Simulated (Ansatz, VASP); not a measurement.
# GaMo: VASP beside Ansatz

```xyz
2
Lattice="0.0000 2.5657 2.5657 2.5657 0.0000 2.5657 2.5657 2.5657 0.0000" Properties=species:S:1:pos:R:3 pbc="T T T"
Ga    0.0000    0.0000    0.0000
Mo    2.5657    2.5657    2.5657
```

Alike in both runs: functional PBE; k mesh 6 × 6 × 6; occupations gaussian, width 0.2 eV; no spin polarisation.

Ansatz relaxed the structure, and its values are those at the end. VASP's run is a single point on that final structure, the one shown.

```csv
,VASP,Ansatz
version,VASP 6.6.1,Ansatz 0.2.0
potentials or method,"VASP PAW PBE potentials, release 64 (Ga_d, Mo_sv), cutoff 520 eV","scalar-relativistic, plane waves, PAW"
valence electrons in the cell,27,27
```

Ansatz gave:

- gap on the k mesh at the Fermi level (eV): none
- pressure (GPa): -0.5

Task: What did VASP give for the same quantities?

Result: gap on the k mesh at the Fermi level (eV): none; pressure (GPa): -0.1.

A gap of «none» marks a metal or a gap that the smearing closes. With one functional, cell and mesh, what is left measures potentials, basis and numerics.
